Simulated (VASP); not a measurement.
A run of VASP 6.6.1 is set up as follows.

File POSCAR:

```
CdSe
1.0
    4.3841309020      0.0000000000      0.0000000000
   -2.1920654510      3.7967687347      0.0000000000
    0.0000000000      0.0000000000      7.1474124423
Cd Se
2 2
Direct
    0.3333333333      0.6666666667     -0.0004760037
    0.6666666667      0.3333333333      0.4995239963
    0.3333333333      0.6666666667      0.3754760037
    0.6666666667      0.3333333333      0.8754760037
```

The input INCAR.step1:

```
SYSTEM = CdSe
ALGO = Normal ; EDIFF = 1E-5
ENCUT = 550 ; GGA = PE
GGA_COMPAT = .FALSE. ; ISMEAR = 0
LASPH = .TRUE. ; LCHARG = .FALSE.
LREAL = .FALSE. ; LWAVE = .TRUE.
NBANDS = 26 ; NELM = 120
PREC = Accurate ; SIGMA = 0.01
```

Contents of INCAR.step2:

```
SYSTEM = CdSe
ALGO = Normal ; EDIFF = 1E-6
ENCUT = 550 ; GGA_COMPAT = .FALSE.
ISIF = 2 ; ISMEAR = 0
ISTART = 1 ; LASPH = .TRUE.
LCHARG = .TRUE. ; LELF = .TRUE.
LMIXTAU = .TRUE. ; LREAL = .FALSE.
LVHAR = .TRUE. ; LWAVE = .FALSE.
METAGGA = R2SCAN ; NBANDS = 26
NELM = 120 ; PREC = Accurate
SIGMA = 0.01
```

Contents of KPOINTS:

```
k-points
0
G
  12 12 4
  0 0 0
```

Potentials or basis: VASP PAW PBE potentials, release 64 (Cd, Se).

Launch:

```console
$ cat potpaw_PBE.64/Cd/POTCAR potpaw_PBE.64/Se/POTCAR > POTCAR
$ cp INCAR.step1 INCAR
$ mpirun -np 1 vasp_std > vasp.out
$ cp INCAR.step2 INCAR
$ mpirun -np 1 vasp_std > vasp.out
```

(1) Predict the band gap on the k mesh.

(2) Estimate the pressure.

## Answers

(1) 1.02 eV.

(2) -1.2 GPa.

Caveat: the cell differs from its parent crystal (strain +1.0%); the PAW data sets were made with another functional, which shifts forces and pressure a little.
